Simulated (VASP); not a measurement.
A run of VASP 6.6.1:

INCAR

```
ALGO     = Normal         # electronic algorithm
EDIFF    = 1E-6           # SCF threshold, eV
ENCUT    = 520            # plane-wave cutoff, eV
GGA      = PE             # functional
ISIF     = 2              # what is computed and relaxed
ISMEAR   = 0              # smearing method
LASPH    = True           # aspherical terms in the spheres
LCHARG   = False          # write CHGCAR
LREAL    = False          # projectors in reciprocal space
LWAVE    = False          # write WAVECAR
NBANDS   = 12             # bands
NELM     = 100            # most SCF steps
PREC     = Accurate       # precision mode
SIGMA    = 0.1            # smearing width, eV
```

File KPOINTS:

```
k-points
0
Gamma
  12 12 16
```

File POSCAR:

```
Li
1.0
    4.9217523357      0.0000000000      0.0000000000
   -2.4608761679      4.2623625539      0.0000000000
    0.0000000000      0.0000000000      2.8979517262
Li
3
Direct
    0.0000000000      0.0000000000      0.0000000000
    0.6666666667      0.3333333333      0.5000000000
    0.3333333333      0.6666666667      0.5000000000
```

Potentials or basis: VASP PAW PBE potentials, release 64 (Li_sv).

Run with:

```sh
$ cat potpaw_PBE.64/Li_sv/POTCAR > POTCAR
$ mpirun -np 1 vasp_std > vasp.out
```

Hardware: 1 thread of Intel(R) Xeon(R) 6975P-C (Granite Rapids), on a shared host.

Q: Estimate the wall time of this run.

A: Run time: 52 s on 1 thread of Intel(R) Xeon(R) 6975P-C (Granite Rapids), on a shared host, peak memory 0.23 GiB. Counts: scf iterations 11, k points 171.
